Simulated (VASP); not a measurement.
## Hg: single point with PBE

The system is Hg.

```
Hg
1.0
     2.22770   -1.97358    0.08936
     2.22770    1.97358    0.08936
    -0.22616    0.00000    2.91231
Hg
1
Direct
  0.50000 0.50000 0.50000
```

This cell differs from its parent crystal: strained.

- Program: VASP 6.6.1
- Task: single point
- Functional: PBE
- Potentials or basis: VASP PAW PBE potentials, release 64 (Hg)
- Cutoff: 520 eV
- k mesh: 14 × 14 × 14
- Occupations: gaussian, width 0.1 eV
- Spin: no spin polarisation

- Pressure: 4.6 GPa
- Band gap on the k mesh: zero (bands 6 and 7 overlap by 5.74 eV)

Stress tensor (GPa, compression positive):
```
 4.60  0.00 -0.12
 0.00  3.88  0.00
-0.12  0.00  5.23
```

Levels at points of the mesh, in eV from the Fermi level:
```
           k point  band 3  band 4  band 5  band 6  band 7  band 8  band 9  band 10
(0.00, 0.00, 0.00)   -8.12   -6.02   -5.94   -5.89   10.23   10.31   10.73    14.08
(0.50, 0.00, 0.00)   -6.59   -6.55   -5.87   -2.74   -1.90   12.55   14.54    15.44
(0.50, 0.50, 0.00)   -6.53   -6.42   -5.36    0.50    0.58    2.44    7.79    17.11
(0.00, 0.00, 0.50)   -6.75   -6.65   -5.94   -2.48   -1.85   14.17   14.23    15.02
(0.50, 0.00, 0.50)   -6.61   -6.46   -5.25    1.10    1.32    1.75    7.61    16.23
(0.50, 0.50, 0.50)   -7.56   -5.31   -5.20    3.84    4.79    4.92    6.09     9.04
```

Run time: 2.3 min on 1 thread of AMD EPYC 9755 128-Core Processor, on a shared host, peak memory 0.28 GiB.

Caveat: the cell differs from its parent crystal (strained); the cell stands under pressure; spin-orbit coupling is left out, which moves the levels of the heavy elements.
